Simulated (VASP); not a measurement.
# NbAs in VASP: notebook

The runs below take NbAs through single point, with PBE.

Everything below comes from runs of VASP 6.6.1. Logs are shortened: lines on timing, memory, paths and dates and some standing lists are left out, and cuts for length are marked.

## (1) The cell of the first run

The cell holds a slab with vacuum, 8 atoms: a = 3.473 Å, b = 3.473 Å, c = 24.773 Å, α = 90.00°, β = 90.00°, γ = 90.00°.

## (2) Single point, PBE

INCAR

```
SYSTEM = NbAs
PREC     = Accurate       ! precision mode
ENCUT    = 520            ! plane-wave cutoff, eV
EDIFF    = 1E-6           ! SCF threshold, eV
ISMEAR   = 0              ! smearing method
SIGMA    = 0.1            ! smearing width, eV
LREAL    = .False.        ! projectors in reciprocal space
LASPH    = .True.         ! aspherical terms in the spheres
NELM     = 60             ! most SCF steps
ALGO     = Normal         ! electronic algorithm
ISIF     = 2              ! what is computed and relaxed
LWAVE    = .False.        ! write WAVECAR
LCHARG   = .False.        ! write CHGCAR
LDIPOL   = .True.       
IDIPOL   = 3            
DIPOL    = 0.5 0.5 0.500
GGA      = PE             ! functional
NBANDS   = 46             ! bands
```

KPOINTS

```
Automatic mesh
0
Gamma
  10 10 1
  0 0 0
```

POSCAR

```
NbAs
1.0
    3.4734820522      0.0000000000      0.0000000000
    0.0000000000      3.4734820522      0.0000000000
    0.0000000000      0.0000000000     24.7728719669
As Nb
4 4
Direct
    0.0000000000      0.0000000000      0.3027505253
    0.5000000000      0.0000000000      0.4213193810
    0.5000000000      0.5000000000      0.5398882367
    0.0000000000      0.5000000000      0.6584570925
    0.5000000000      0.5000000000      0.3415429075
    0.0000000000      0.5000000000      0.4601117633
    0.0000000000      0.0000000000      0.5786806190
    0.5000000000      0.0000000000      0.6972494747
```

Potentials or basis: VASP PAW PBE potentials, release 64 (As, Nb_sv).

Started as:

```
$ cat potpaw_PBE.64/As/POTCAR potpaw_PBE.64/Nb_sv/POTCAR > POTCAR
$ mpirun -np 1 vasp_std > vasp.out
```

OUTCAR:

```text
SYSTEM = NbAs
   PREC = Accurate
   ENCUT = 520
   EDIFF = 1E-6
   ISMEAR = 0
   LREAL = .False.
   LASPH = .True.
   NELM = 60
   ISIF = 2
   GGA = PE

 ion  position               nearest neighbor table
   1  0.000  0.000  0.303-   5 2.64   5 2.64   5 2.64   5 2.64
   2  0.500  0.000  0.421-   5 2.63   5 2.63   6 2.64   6 2.64   6 2.64   6 2.64
   3  0.500  0.500  0.540-   6 2.63   6 2.63   7 2.64   7 2.64   7 2.64   7 2.64
   4  0.000  0.500  0.658-   7 2.63   7 2.63   8 2.64   8 2.64   8 2.64   8 2.64
   5  0.500  0.500  0.342-   2 2.63   2 2.63   1 2.64   1 2.64   1 2.64   1 2.64
   6  0.000  0.500  0.460-   3 2.63   3 2.63   2 2.64   2 2.64   2 2.64   2 2.64
   7  0.000  0.000  0.579-   4 2.63   4 2.63   3 2.64   3 2.64   3 2.64   3 2.64
   8  0.500  0.000  0.697-   4 2.64   4 2.64   4 2.64   4 2.64

  LATTYP: Found a simple tetragonal cell.
 ALAT       =     3.4734820522
 C/A-ratio  =     7.1319994157

  Lattice vectors:

 A1 = (   3.4734820522,   0.0000000000,   0.0000000000)
 A2 = (   0.0000000000,   3.4734820522,   0.0000000000)
 A3 = (   0.0000000000,   0.0000000000,  24.7728719669)

Analysis of symmetry for initial positions (statically):
=====================================================================
 Subroutine PRICEL returns:
 Original cell was already a primitive cell.

 Routine SETGRP: Setting up the symmetry group for a
 simple tetragonal supercell.

 Subroutine GETGRP returns: Found  4 space group operations
 (whereof  4 operations were pure point group operations)
 out of a pool of 16 trial point group operations.

The static configuration has the point symmetry C_2v.

Analysis of symmetry for dynamics (positions and initial velocities):
=====================================================================
 Subroutine PRICEL returns:
 Original cell was already a primitive cell.

 Routine SETGRP: Setting up the symmetry group for a
 simple tetragonal supercell.

 Subroutine GETGRP returns: Found  4 space group operations
 (whereof  4 operations were pure point group operations)
 out of a pool of 16 trial point group operations.

The dynamic configuration has the point symmetry C_2v.

 Subroutine INISYM returns: Found  4 space group operations
 (whereof  4 operations are pure point group operations),
 and found     1 'primitive' translations

----------------------------------------------------------------------------------------

                                     Primitive cell

  volume of cell :     298.8866

  direct lattice vectors                    reciprocal lattice vectors
     3.473482052  0.000000000  0.000000000     0.287895543  0.000000000  0.000000000
     0.000000000  3.473482052  0.000000000     0.000000000  0.287895543  0.000000000
     0.000000000  0.000000000 24.772871967     0.000000000  0.000000000  0.040366737

  length of vectors
     3.473482052  3.473482052 24.772871967     0.287895543  0.287895543  0.040366737

  position of ions in fractional coordinates (direct lattice)
     0.000000000  0.000000000  0.302750525
     0.500000000  0.000000000  0.421319381
     0.500000000  0.500000000  0.539888237
     0.000000000  0.500000000  0.658457093
     0.500000000  0.500000000  0.341542907
     0.000000000  0.500000000  0.460111763
     0.000000000  0.000000000  0.578680619
     0.500000000  0.000000000  0.697249475

  ion indices of the primitive-cell ions
   primitive index   ion index
                 1           1
                 2           2
                 3           3
                 4           4
                 5           5
                 6           6
                 7           7
                 8           8

----------------------------------------------------------------------------------------

 KPOINTS: Automatic mesh

Automatic generation of k-mesh.
 Grid dimensions read from file:
 generate k-points for:   10   10    1

 Generating k-lattice:

  Cartesian coordinates                     Fractional coordinates (reciprocal lattice)
     0.028789554  0.000000000  0.000000000     0.100000000  0.000000000  0.000000000
     0.000000000  0.028789554  0.000000000     0.000000000  0.100000000  0.000000000
     0.000000000  0.000000000  0.040366737     0.000000000  0.000000000  1.000000000

  Length of vectors
     0.028789554  0.028789554  0.040366737

  Shift w.r.t. Gamma in fractional coordinates (k-lattice)
     0.000000000  0.000000000  0.000000000

 Subroutine IBZKPT returns following result:
 ===========================================

 Found     36 irreducible k-points:

 Following reciprocal coordinates:
            Coordinates               Weight
  0.000000  0.000000  0.000000      1.000000
  0.100000  0.000000  0.000000      2.000000
  0.000000  0.100000  0.000000      2.000000
  0.200000  0.000000  0.000000      2.000000
  0.000000  0.200000  0.000000      2.000000
  0.300000  0.000000  0.000000      2.000000
[... 16 lines left out ...]
 -0.200000  0.300000  0.000000      4.000000
  0.400000  0.200000  0.000000      4.000000
 [... further k-points ...]
   k-points           NKPTS =     36   k-points in BZ     NKDIM =     36   number of bands    NBANDS=     46
   number of dos      NEDOS =    301   number of ions     NIONS =      8
   total plane-waves  NPLWV = 150528
   dimension x,y,z NGX =    28 NGY =   28 NGZ =  192
   dimension x,y,z NGXF=    56 NGYF=   56 NGZF=  384
   ions per type =               4   4
   NGX,Y,Z   is equivalent  to a cutoff of  13.40, 13.40, 12.88 a.u.
   NGXF,Y,Z  is equivalent  to a cutoff of  26.80, 26.80, 25.77 a.u.
 SYSTEM =  NbAs
   PREC   = accura    normal or accurate (medium, high low for compatibility)
   ISTART =      0    job   : 0-new  1-cont  2-samecut
   ICHARG =      2    charge: 1-file 2-atom 10-const
   ISPIN  =      1    spin polarized calculation?
   LNONCOLLINEAR =      F non collinear calculations
   LSORBIT =      F    spin-orbit coupling
   LASPH  =      T    aspherical Exc in radial PAW
   ENCUT  =  520.0 eV  38.22 Ry    6.18 a.u.   6.46  6.46 46.06*2*pi/ulx,y,z
   NELM   =     60;   NELMIN=  2; NELMDL= -5     # of ELM steps
   EDIFF  = 0.1E-05   stopping-criterion for ELM
   LREAL  =      F    real-space projection
   EDIFFG = 0.1E-04   stopping-criterion for IOM
   NSW    =      0    number of steps for IOM
   IBRION =     -1    ionic relax: 0-MD 1-quasi-New 2-CG
   NFREE  =      0    steps in history (QN), initial steepest desc. (CG)
   ISIF   =      2    stress and relaxation
   ISYM   =      2    0-nonsym 1-usesym 2-fastsym
   POTIM  = 0.5000    time-step for ionic-motion
   TEBEG  =    0.0;   TEEND  =   0.0 temperature during run
   PSTRESS=    0.0 pullay stress
   NELECT =      72.0000    total number of electrons
   NUPDOWN=      -1.0000    fix difference up-down
   EMIN   =  10.00;   EMAX   =-10.00  energy-range for DOS
   EFERMI =   0.00;   METHOD = LEGACY
   ISMEAR =     0;   SIGMA  =   0.10  broadening in eV -4-tet -1-fermi 0-gaus
   EFERMI_NEDOS =   21; number of points for ismear=-14 and -15
   IALGO  =     38    algorithm
   IMIX   =      4    mixing-type and parameters
     AMIX     =   0.40;   BMIX     =  1.00
     AMIX_MAG =   1.60;   BMIX_MAG =  1.00
  volume/ion in A,a.u.               =      37.36       252.12
  Fermi-wavevector in a.u.,A,eV,Ry     =   1.018631  1.924933 14.117526  1.037609
  Thomas-Fermi vector in A             =   2.152099
   LORBIT       =      0    0 simple, 1 ext, 2 COOP (PROOUT), +10 PAW based schemes
   GGA     = PE    functional components
   LHFCALC =     F    Hartree Fock is set to
   AEXX    =    0.0000 exact exchange contribution
   IVDW    =     0    specifies the selected vdW correction
   LEPSILON=     F    determine dielectric tensor
   LRPA    =     F    only Hartree local field effects (RPA)
 non-spin polarized calculation
 Gauss-broadening in eV      SIGMA  =   0.10
  energy-cutoff  :      520.00
  volume of cell :      298.89
 maximum number of plane-waves:      8157
 NGX is ok and might be reduce to    28
   NGX = 13   NGY = 13   NGZ = 93

 dipolmoment           0.000000      0.000000      0.071503 electrons x Angstroem

 number of electron      72.0000003 magnetization

 dipolmoment           0.000000      0.000000     -0.065801 electrons x Angstroem

 Free energy of the ion-electron system (eV)
  ---------------------------------------------------
  ext. energy  EPLUGINS =         0.00000000
  ---------------------------------------------------
  free energy    TOTEN  =       -62.04865887 eV

  energy without entropy =      -62.01478148  energy(sigma->0) =      -62.03172018

 E-fermi :   2.0950     XC(G=0):  -6.3662

 val. band max:        2.0948936459   @ k =   0.0000   0.5000   0.0000
 cond. band min:       2.1003638048   @ k =  -0.1000   0.4000   0.0000
 fundamental gap:      0.0054701588
 Fermi energy:         2.0950212979

 k-point     1 :       0.0000    0.0000    0.0000
  band No.  band energies     occupation
      1     -53.1121      2.00000
      2     -53.0140      2.00000
      3     -53.0029      2.00000
      4     -52.9364      2.00000
      5     -29.2437      2.00000
      6     -29.2016      2.00000
[... 38 lines left out ...]
     45       4.8593      0.00000
     46       4.9285      0.00000

 k-point     2 :       0.1000    0.0000    0.0000
  band No.  band energies     occupation
      1     -53.1111      2.00000
      2     -53.0130      2.00000
      3     -53.0019      2.00000
      4     -52.9354      2.00000
      5     -29.2403      2.00000
      6     -29.1998      2.00000
[... 38 lines left out ...]
     45       4.6666      0.00000
     46       5.1548      0.00000

 k-point     3 :       0.0000    0.1000    0.0000
  band No.  band energies     occupation
      1     -53.1111      2.00000
      2     -53.0130      2.00000
      3     -53.0017      2.00000
      4     -52.9355      2.00000
      5     -29.2412      2.00000
      6     -29.1995      2.00000
[... 1018 lines left out ...]
     45       5.0709      0.00000
     46       5.1825      0.00000

 k-point    24 :       0.4000    0.2000    0.0000
  band No.  band energies     occupation
      1     -53.0989      2.00000
      2     -53.0006      2.00000
      3     -52.9898      2.00000
      4     -52.9234      2.00000
      5     -29.2485      2.00000
      6     -29.2465      2.00000
[... 38 lines left out ...]
     45       4.9400      0.00000
     46       5.1395      0.00000

 [... further k-points ...]

------------------------ aborting loop because EDIFF is reached ----------------------------------------

 vacuum level on the upper side and lower side of the slab       (xc-potential included)        -0.698         0.277

  FORCE on cell =-STRESS in cart. coord.  units (eV):
  Direction    XX          YY          ZZ          XY          YZ          ZX
  --------------------------------------------------------------------------------------
  -------------------------------------------------------------------------------------
  Total       -3.6320912     -2.7968516     -0.9476959      0.0000000      0.0000000      0.0000000
  in kB      -19.4697714    -14.9924816     -5.0801097      0.0000000      0.0000000      0.0000000
  external PRESSURE =     -13.1807876 kB  Pullay stress =       0.0000000 kB

 VOLUME and BASIS-vectors are now :
 -----------------------------------------------------------------------------
  energy-cutoff  :      520.00
  volume of cell :      298.89
      direct lattice vectors                 reciprocal lattice vectors
     3.473482052  0.000000000  0.000000000     0.287895543  0.000000000  0.000000000
     0.000000000  3.473482052  0.000000000     0.000000000  0.287895543  0.000000000
     0.000000000  0.000000000 24.772871967     0.000000000  0.000000000  0.040366737

 POSITION                                       TOTAL-FORCE (eV/Angst)
 -----------------------------------------------------------------------------------
      0.00000      0.00000      7.50000         0.000000      0.000000     -0.141516
      1.73674      0.00000     10.43729         0.000000      0.000000     -0.075024
      1.73674      1.73674     13.37458         0.000000      0.000000     -0.146208
      0.00000      1.73674     16.31187         0.000000      0.000000      0.817863
      1.73674      1.73674      8.46100         0.000000      0.000000      0.045371
      0.00000      1.73674     11.39829         0.000000      0.000000      0.250206
      0.00000      0.00000     14.33558         0.000000      0.000000      0.243050
      1.73674      0.00000     17.27287         0.000000      0.000000     -0.993743
 -----------------------------------------------------------------------------------
    total drift:                                0.000000     -0.000000      0.000312

  FREE ENERGIE OF THE ION-ELECTRON SYSTEM (eV)
  ---------------------------------------------------
  free  energy   TOTEN  =       -62.0486588737 eV

  energy  without entropy=      -62.0147814833  energy(sigma->0) =      -62.03172018

 vacuum level on the upper side and lower side of the slab         5.975         6.984
```

Wall time 19 min (1 thread of Oxide Virtual Turin-like, shared host); peak memory 0.61 GiB.

What came out:

| Item | Value |
| --- | --- |
| Free energy | -62.0487 eV |
| Largest force | 0.994 eV/Å |
| Band gap on the k mesh | zero (band 36 reaches 2.94 eV, above the bottom of band 37 at 1.92 eV) |

Forces in eV/Å, atoms in the order of the input:
```
As   0.000  0.000 -0.142
As   0.000  0.000 -0.075
As   0.000  0.000 -0.146
As   0.000  0.000  0.818
Nb   0.000  0.000  0.045
Nb   0.000  0.000  0.250
Nb   0.000  0.000  0.243
Nb   0.000  0.000 -0.994
```

## (3) Single point, PBE

INCAR

```
PREC = Accurate
ENCUT = 520
EDIFF = 1E-7
ISMEAR = 0
SIGMA = 0.1
LREAL = F
LASPH = T
NELM = 60
ALGO = Normal
ISIF = 2
LWAVE = F
LCHARG = F
LDIPOL = T
IDIPOL = 3
DIPOL = 0.5 0.5 0.500
GGA = PE
NBANDS = 46
```

KPOINTS

```
Automatic mesh
0
Gamma
  10 10 1
```

POSCAR

```
NbAs
1.0
    3.4734820522      0.0000000000      0.0000000000
    0.0000000000      3.4734820522      0.0000000000
    0.0000000000      0.0000000000     24.7728719669
As Nb
4 4
Direct
    0.0000000000      0.0000000000      0.3019686553
    0.5000000000      0.0000000000      0.4215892830
    0.5000000000      0.5000000000      0.5406355180
    0.0000000000      0.5000000000      0.6604239637
    0.5000000000      0.5000000000      0.3417210096
    0.0000000000      0.5000000000      0.4612147756
    0.0000000000      0.0000000000      0.5798790572
    0.5000000000      0.0000000000      0.6925677375
```

Potentials or basis: VASP PAW PBE potentials, release 64 (As, Nb_sv).

Started as:

```
$ cat potpaw_PBE.64/As/POTCAR potpaw_PBE.64/Nb_sv/POTCAR > POTCAR
$ mpirun -np 1 vasp_std > vasp.out
```

It took 28 min on 1 thread of Oxide Virtual Turin-like, shared host; peak memory 0.59 GiB.

Results (log left out):

- Free energy: -62.1330 eV
- Largest force: 0.006 eV/Å
- Band gap on the k mesh: zero (band 36 reaches 2.71 eV, above the bottom of band 37 at 1.92 eV)

Forces in eV/Å, atoms in the order of the input:
```
As   0.000  0.000 -0.003
As   0.000  0.000 -0.001
As   0.000  0.000  0.004
As   0.000  0.000 -0.002
Nb   0.000  0.000  0.004
Nb   0.000  0.000 -0.006
Nb   0.000  0.000  0.004
Nb   0.000  0.000  0.000
```

Levels at points of the mesh, in eV from the Fermi level:
```
           k point  band 32  band 33  band 34  band 35  band 36  band 37  band 38  band 39  band 40  band 41
(0.00, 0.00, 0.00)    -1.50    -0.92    -0.89    -0.19    -0.17    -0.04     0.77     1.00     1.21     1.37
(0.50, 0.00, 0.00)    -1.50    -1.17    -0.85     0.09     0.21     0.30     0.56     1.04     1.28     1.28
(0.00, 0.50, 0.00)    -1.34    -0.62    -0.37     0.10     0.16     0.16     0.16     0.46     1.34     1.36
(0.50, 0.50, 0.00)    -1.06    -0.76    -0.39    -0.34     0.62     0.64     1.54     2.16     2.52     2.58
```

(Part 1 of 2 ends here.)
